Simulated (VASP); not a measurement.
# SiC (P6_3mc) in VASP: a series of runs, part 2 of 2

VASP 6.6.1. Earlier steps stand in the parts before.

### 3 Relaxation of shape and atoms at fixed volume, PBE (10.82 Å³/atom)

This run uses another cell than the first one, of 10.82 Å³/atom.

The input, INCAR:

```
SYSTEM = SiC
PREC = Accurate
ENCUT = 600
EDIFF = 1E-6
ISMEAR = 0
SIGMA = 0.02
LREAL = .False.
LASPH = .True.
NELM = 100
ALGO = Normal
ISIF = 4
LWAVE = .False.
LCHARG = .False.
GGA = PE
IBRION = 2
NSW = 50
EDIFFG = -0.01
```

The input, KPOINTS:

```
Automatic mesh
0
Gamma
  12 12 6
  0 0 0
```

The input, POSCAR:

```
SiC
1.0
    3.1224690718      0.0000000000      0.0000000000
   -1.5612345359      2.7041375387      0.0000000000
    0.0000000000      0.0000000000      5.1245542794
Si C
2 2
Direct
    0.6666666667      0.3333333333      0.5045786478
    0.3333333333      0.6666666667      0.0045786478
    0.6666666667      0.3333333333      0.8804213422
    0.3333333333      0.6666666667      0.3804213422
```

Potentials or basis: VASP PAW PBE potentials, release 64 (Si, C).

The run is started by

```console
$ cat potpaw_PBE.64/Si/POTCAR potpaw_PBE.64/C/POTCAR > POTCAR
$ mpirun -np 1 vasp_std > vasp.out
```

Wall time 78 s (1 thread of Intel Xeon 8259CL, shared host); peak memory 0.2 GiB.

Results (log left out):

```
Free energy                  : -30.0889 eV
Pressure after relaxing      : -6.1 GPa
Largest force after relaxing : 0.005 eV/Å
Band gap on the k mesh       : 2.36 eV (least direct gap 3.88 eV)
```

Forces on the atoms (eV/Å):
```
Si   0.000  0.000 -0.005
Si   0.000  0.000 -0.005
C    0.000  0.000  0.005
C    0.000  0.000  0.005
```

Stress tensor (GPa, compression positive):
```
-6.15  0.00  0.00
 0.00 -6.15  0.00
 0.00  0.00 -6.02
```

Final structure:
```yaml
crystal:
  lattice:
    - [3.12247, 0.00000, 0.00000]
    - [-1.56123, 2.70414, 0.00000]
    - [0.00000, 0.00000, 5.12455]
  atoms:
    - { symbol: Si, position: [0.66667, 0.33333, 0.50458] }
    - { symbol: Si, position: [0.33333, 0.66667, 0.00458] }
    - { symbol: C, position: [0.66667, 0.33333, 0.88042] }
    - { symbol: C, position: [0.33333, 0.66667, 0.38042] }
```

Levels at points of the mesh, in eV from the valence-band top:
```tsv
k point	band 4	band 5	band 6	band 7	band 8	band 9	band 10	band 11	band 12
(0.00, 0.00, 0.00)	-1.29	-1.29	-0.11	0.00	0.00	4.43	5.73	6.40	6.40
(0.50, 0.00, 0.00)	-6.18	-5.27	-3.23	-3.16	-1.18	2.70	4.18	6.53	6.96
(0.00, 0.00, 0.50)	-4.35	-0.70	-0.70	-0.70	-0.70	5.51	5.51	7.11	7.11
(0.50, 0.00, 0.50)	-8.06	-2.38	-2.38	-2.28	-2.28	3.19	3.19	5.07	5.07
```

Caveat: the relaxation stopped at its first step, so nothing moved. A k mesh can miss the band edges.

### 4 Relaxation of shape and atoms at fixed volume, PBE (11.13 Å³/atom)

This run uses another cell than the first one, of 11.13 Å³/atom.

The input, INCAR:

```
  ALGO = Normal
  EDIFF = 1E-6
  EDIFFG = -0.01
  ENCUT = 600
  GGA = PE
  IBRION = 2
  ISIF = 4
  ISMEAR = 0
  LASPH = T
  LCHARG = F
  LREAL = F
  LWAVE = F
  NELM = 60
  NSW = 50
  PREC = Accurate
  SIGMA = 0.02
```

The input, KPOINTS:

```
k-points
0
Gamma
  12 12 6
```

The input, POSCAR:

```
SiC
1.0
    3.1524946548      0.0000000000      0.0000000000
   -1.5762473274      2.7301404564      0.0000000000
    0.0000000000      0.0000000000      5.1738318628
Si C
2 2
Direct
    0.6666666667      0.3333333333      0.5045786478
    0.3333333333      0.6666666667      0.0045786478
    0.6666666667      0.3333333333      0.8804213422
    0.3333333333      0.6666666667      0.3804213422
```

Potentials or basis: VASP PAW PBE potentials, release 64 (Si, C).

The run is started by

```console
$ cat potpaw_PBE.64/Si/POTCAR potpaw_PBE.64/C/POTCAR > POTCAR
$ mpirun -np 1 vasp_std > vasp.out
```

OUTCAR:

```text
EDIFF = 1E-6
   EDIFFG = -0.01
   ENCUT = 600
   GGA = PE
   IBRION = 2
   ISIF = 4
   ISMEAR = 0
   LASPH = T
   LREAL = F
   NELM = 60
   NSW = 50
   PREC = Accurate

 ion  position               nearest neighbor table
   1  0.667  0.333  0.505-   4 1.93   4 1.93   4 1.93   3 1.94
   2  0.333  0.667  0.005-   3 1.93   3 1.93   3 1.93   4 1.94
   3  0.667  0.333  0.880-   2 1.93   2 1.93   2 1.93   1 1.94
   4  0.333  0.667  0.380-   1 1.93   1 1.93   1 1.93   2 1.94

  LATTYP: Found a hexagonal cell.
 ALAT       =     3.1524946548
 C/A-ratio  =     1.6411865615
[... 611 lines left out ...]
  -------------------------------------------------------------------------------------
  Total       -3.0988332     -3.0988332     -3.1537121      0.0000000      0.0000000      0.0000000
  in kB     -111.4954429   -111.4954429   -113.4699783      0.0000000      0.0000000      0.0000000
  external PRESSURE =    -112.1536214 kB  Pullay stress =       0.0000000 kB

 VOLUME and BASIS-vectors are now :
 -----------------------------------------------------------------------------
  energy-cutoff  :      600.00
  volume of cell :       44.53
      direct lattice vectors                 reciprocal lattice vectors
     3.151609905  0.000000000  0.000000000     0.317298152  0.183192174  0.000000000
    -1.575804952  2.729374240  0.000000000    -0.000000000  0.366384347  0.000000000
     0.000000000  0.000000000  5.176737166     0.000000000  0.000000000  0.193171870

 POSITION                                       TOTAL-FORCE (eV/Angst)
 -----------------------------------------------------------------------------------
      1.57580      0.90979      2.61161         0.000000     -0.000000      0.009570
     -0.00000      1.81958      0.02324        -0.000000      0.000000      0.009570
      1.57580      0.90979      4.55817        -0.000000      0.000000     -0.009570
     -0.00000      1.81958      1.96980         0.000000     -0.000000     -0.009570
 -----------------------------------------------------------------------------------
    total drift:                               -0.000000      0.000000     -0.001143

  FREE ENERGIE OF THE ION-ELECTRON SYSTEM (eV)
  ---------------------------------------------------
  free  energy   TOTEN  =       -30.0214113561 eV

  energy  without entropy=      -30.0214113561  energy(sigma->0) =      -30.02141136

 reached required accuracy - stopping structural energy minimisation
```

Run time: 1.8 min. Hardware: 1 thread of Intel Xeon 8259CL, shared host; peak memory 0.2 GiB.

What came out:

```
Free energy                  : -30.0214 eV
Energy gained by relaxing    : 0.0 meV/atom
Ionic steps                  : 2
Pressure after relaxing      : -11.2 GPa
Largest force after relaxing : 0.010 eV/Å
Band gap on the k mesh       : 2.41 eV (least direct gap 3.84 eV)
```

Forces on the atoms (eV/Å):
```
Si   0.000  0.000  0.010
Si   0.000  0.000  0.010
C    0.000  0.000 -0.010
C    0.000  0.000 -0.010
```

Stress tensor (GPa, compression positive):
```
-11.15   0.00   0.00
  0.00 -11.15   0.00
  0.00   0.00 -11.35
```

Final structure:
```xyz
4
Lattice="3.1516 0.0000 0.0000 -1.5758 2.7294 0.0000 0.0000 0.0000 5.1767" Properties=species:S:1:pos:R:3 pbc="T T T"
Si    1.5758    0.9098    2.6116
Si    0.0000    1.8196    0.0232
C     1.5758    0.9098    4.5582
C     0.0000    1.8196    1.9698
```

### 5 Overview

| task | cell | gap on the mesh (eV) | pressure (GPa) | largest force (eV/Å) |
| --- | --- | --- | --- | --- |
| relaxation of cell and atoms | relaxed from a = 3.092, b = 3.092, c = 5.073 Å, angles 90.0, 90.0, 120.0°, 4 atoms | 2.31 | -0.1 | 0.01 |
| relaxation of shape and atoms at fixed volume | relaxed from a = 3.122, b = 3.122, c = 5.125 Å, angles 90.0, 90.0, 120.0°, 4 atoms | 2.36 | -6.1 | - |
| relaxation of shape and atoms at fixed volume | relaxed from a = 3.152, b = 3.152, c = 5.174 Å, angles 90.0, 90.0, 120.0°, 4 atoms | 2.41 | -11.2 | 0.01 |

Alike in all rows: level PBE; potentials or basis VASP PAW PBE potentials, release 64 (Si, C); no spin polarisation; k mesh 12 × 12 × 6; cutoff (eV) 600; smearing gaussian 0.02 eV.

Caveats: the relaxation stopped at its first step, so nothing moved (at least some runs).

Absolute energies hang on the potentials; compare differences alone.
